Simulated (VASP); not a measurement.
Set up this calculation in VASP 6.6.1, as the native input.

```
Task                   : single point
Functional             : LDA
Potentials or basis    : VASP PAW LDA potentials, release 64 (Mg_sv, O)
Cutoff                 : 840 eV
k mesh                 : 6 × 6 × 6
Occupations            : gaussian, width 0.01 eV
Spin                   : no spin polarisation
Dipole correction      : no
Further INCAR settings : ALGO = Normal; EDIFF = 1e-06; NBANDS = 15
```

The structure of MgO lies in POSCAR:

```
MgO
1.0
   -0.0103626711      2.1304673390      2.0750300436
    2.0825175227     -0.0170714524      2.0817388249
    2.0694893091      2.1241379233     -0.0040332554
Mg O
1 1
Direct
    0.9960300000      0.0476900000      0.9449100000
    0.5139600000      0.5606200000      0.4707200000
```

These files were run (other wordings do the same):

INCAR

```
PREC = Accurate
ENCUT = 840
EDIFF = 1E-6
ISMEAR = 0
SIGMA = 0.01
LREAL = False
LASPH = True
NELM = 120
ALGO = Normal
ISIF = 2
LWAVE = False
LCHARG = True
GGA = CA
LELF = True
LVHAR = True
NBANDS = 15
GGA_COMPAT = False
```

KPOINTS

```
regular mesh
0
Gamma
  6 6 6
```

Potentials or basis: VASP PAW LDA potentials, release 64 (Mg_sv, O).

Run with:

```sh
$ cat potpaw_LDA.64/Mg_sv/POTCAR potpaw_LDA.64/O/POTCAR > POTCAR
$ mpirun -np 1 vasp_std > vasp.out
```

It gave:

```json
{
 "Pressure": "-2.0 GPa",
 "Largest force": "0.720 eV/Å",
 "Band gap on the k mesh": "4.69 eV"
}
```

Caveat: the k points lie up to 0.43 Å⁻¹ apart.

Wall time 20 s on 1 thread of Intel(R) Xeon(R) 6975P-C (Granite Rapids), with other jobs on the host, peak memory 0.17 GiB.
